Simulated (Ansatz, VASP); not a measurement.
# CaO in VASP and in Ansatz

```
Ca O
1.0
     0.00000    2.40356    2.40356
     2.40356    0.00000    2.40356
     2.40356    2.40356    0.00000
Ca O
1 1
Direct
  0.00000 0.00000 0.00000
  0.50000 0.50000 0.50000
```

Alike in both runs: task single point; functional PBE-based screened hybrid; k mesh 5 × 5 × 5; occupations fermi-dirac, width 0.05 eV; no spin polarisation.

|  | VASP | Ansatz |
| --- | --- | --- |
| version | VASP 6.6.1 | Ansatz 0.2.0 |
| potentials or method | VASP PAW PBE potentials, release 64 (Ca_sv, O), cutoff 520 eV | all-electron PAW datasets made for the crystal |

|  | VASP | Ansatz | Ansatz less VASP |
| --- | --- | --- | --- |
| gap on the k mesh at the Fermi level (eV) | 4.15 | 4.16 | +0.015 |
| least direct gap on the mesh (eV) | 4.53 | 4.54 | +0.014 |
| pressure (GPa) | 1.8 | 1.2 | -0.62 |

VASP's potentials were made for PBE, not for PBE-based screened hybrid. Ansatz ran all-electron here, and VASP with PAW potentials.

The k mesh is coarse, so the values compare programs but aren't converged.
